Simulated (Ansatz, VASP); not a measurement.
# Two plane-wave programs on Si

The input INCAR:

```
  ALGO = Normal
  EDIFF = 1E-7
  ENCUT = 520
  ISIF = 2
  ISMEAR = 0
  LASPH = T
  LCHARG = T
  LELF = T
  LREAL = F
  LVHAR = T
  LWAVE = F
  NBANDS = 16
  NELM = 80
  PREC = Accurate
  SIGMA = 0.03
```

Contents of KPOINTS:

```
k-points
0
Gamma
  12 12 6
```

Contents of POSCAR:

```
Si
1.0
    3.7522730523      0.0000000000      0.0000000000
   -1.8761365262      3.2495637852      0.0000000000
    0.0000000000      0.0000000000      6.4554105591
Si
4
Direct
    0.3333333333      0.6666666667      0.0439541821
    0.6666666667      0.3333333333      0.5439541821
    0.3333333333      0.6666666667      0.4560458179
    0.6666666667      0.3333333333      0.9560458179
```

Input for Ansatz:

```yaml
crystal:
  lattice:
    - [3.7522730523, 0.0, 0.0]
    - [-1.8761365262, 3.2495637852, 0.0]
    - [0.0, 0.0, 6.4554105591]
  atoms:
    - { symbol: Si, position: [0.3333333333, 0.6666666667, 0.0439541821] }
    - { symbol: Si, position: [0.6666666667, 0.3333333333, 0.5439541821] }
    - { symbol: Si, position: [0.3333333333, 0.6666666667, 0.4560458179] }
    - { symbol: Si, position: [0.6666666667, 0.3333333333, 0.9560458179] }
basis:
  ecutwfc: 420
kpoints:
  mp_grid: { grid: [12, 12, 6] }
hamiltonian:
  xc: lda
  pseudopotentials: { kind: paw, azcp: { folder: soft_1 } }
scf:
  occupations: { method: gaussian, width: 0.03 }
output:
  forces: true
  stress: true
  eigenvalues: true
```

Alike in both runs: task single point; functional LDA; k mesh 12 × 12 × 6; occupations gaussian, width 0.03 eV; no spin polarisation.

|  | VASP | Ansatz |
| --- | --- | --- |
| version | VASP 6.6.1 | Ansatz 0.2.0 |
| potentials or method | VASP PAW LDA potentials, release 64 (Si), cutoff 520 eV | scalar-relativistic, plane waves, PAW |
| valence electrons in the cell | 16 | 16 |

```csv
,VASP,Ansatz,Ansatz less VASP
gap on the k mesh at the Fermi level (eV),none,none,-
pressure (GPa),3.6,3.5,-0.05
"traceless stress, the component that is largest in VASP (GPa)",-12.79,-12.73,+0.060
rms of the force components (eV/Å),1.217,1.216,-0.0012
```

Ansatz warns that its potentials were made for another functional, while VASP's fit it. LDA's correlation is that of Perdew and Zunger in VASP and of Perdew and Wang (1992) in Ansatz. Atom by atom the forces differ by 0.001 eV/Å (rms over components). A gap of «none» marks a metal or a gap that the smearing closes.
